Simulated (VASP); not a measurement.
A run of VASP 6.6.1 is set up as follows.

The input INCAR:

```
  PREC = Accurate
  ENCUT = 520
  EDIFF = 1E-7
  ISMEAR = 0
  SIGMA = 0.1
  LREAL = F
  LASPH = T
  NELM = 80
  ALGO = Normal
  ISIF = 2
  LWAVE = F
  LCHARG = T
  GGA = PE
  LELF = T
  LVHAR = T
  NBANDS = 32
```

File KPOINTS:

```
regular mesh
0
Gamma
  6 6 6
```

Contents of POSCAR:

```
HfZrS4
1.0
    6.5989808300     -1.8034687700      0.0000000000
    6.5989808300      1.8034687700      0.0000000000
   -2.9572744900      0.0000000000      5.5031375500
Zr Hf S
1 1 4
Direct
    0.0000000000      0.0000000000      0.0000000000
    0.5000000000      0.5000000000      0.5000000000
    0.3754000000      0.3754000000      0.0420666700
    0.8754000000      0.8754000000      0.5420666700
    0.6246000000      0.6246000000      0.9579333300
    0.1246000000      0.1246000000      0.4579333300
```

Potentials or basis: VASP PAW PBE potentials, release 64 (Zr_sv, Hf_pv, S).

The run is started by

```sh
$ cat potpaw_PBE.64/Zr_sv/POTCAR potpaw_PBE.64/Hf_pv/POTCAR potpaw_PBE.64/S/POTCAR > POTCAR
$ mpirun -np 1 vasp_std > vasp.out
```

(1) What does it give for the largest force?

(2) What does it give for the band gap on the k mesh?

(3) Predict the pressure.

## Answers

(1) 0.306 eV/Å.

(2) 0.85 eV, direct.

(3) 3.8 GPa.

Caveat: spin-orbit coupling is left out, which moves the levels of the heavy elements.
